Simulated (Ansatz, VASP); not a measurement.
Cu: VASP beside Ansatz

```
CELL_PARAMETERS angstrom
-1.40672 1.40672 1.41048
1.40672 -1.40672 1.41048
1.40672 1.40672 -1.41048
ATOMIC_POSITIONS crystal
Cu 0.00000 0.00000 0.00000
```

Change from the starting cell: strain -0.025 along x and y, +0.025 along z, atoms carried along.

Alike in both runs: task single point; functional PBEsol; k mesh 24 × 24 × 24; occupations gaussian, width 0.15 eV; no spin polarisation.

|  | VASP | Ansatz |
| --- | --- | --- |
| version | VASP 6.6.1 | Ansatz 0.2.0 |
| potentials or method | VASP PAW PBE potentials, release 64 (Cu), cutoff 520 eV | scalar-relativistic, plane waves, PAW |
| valence electrons in the cell | 11 | 19 |

Ansatz gave:

| Quantity | Value |
| --- | --- |
| gap on the k mesh at the Fermi level (eV) | none |
| pressure (GPa) | 2.9 |

Question: Estimate VASP's values.

Answer: gap on the k mesh at the Fermi level (eV): none; pressure (GPa): 3.7.

VASP's potentials were made for PBE, not for PBEsol. A gap of «none» marks a metal or a gap that the smearing closes. VASP's potentials hold 11 valence electrons a cell and Ansatz's 19, so a difference there can come from the potentials and not from the codes.
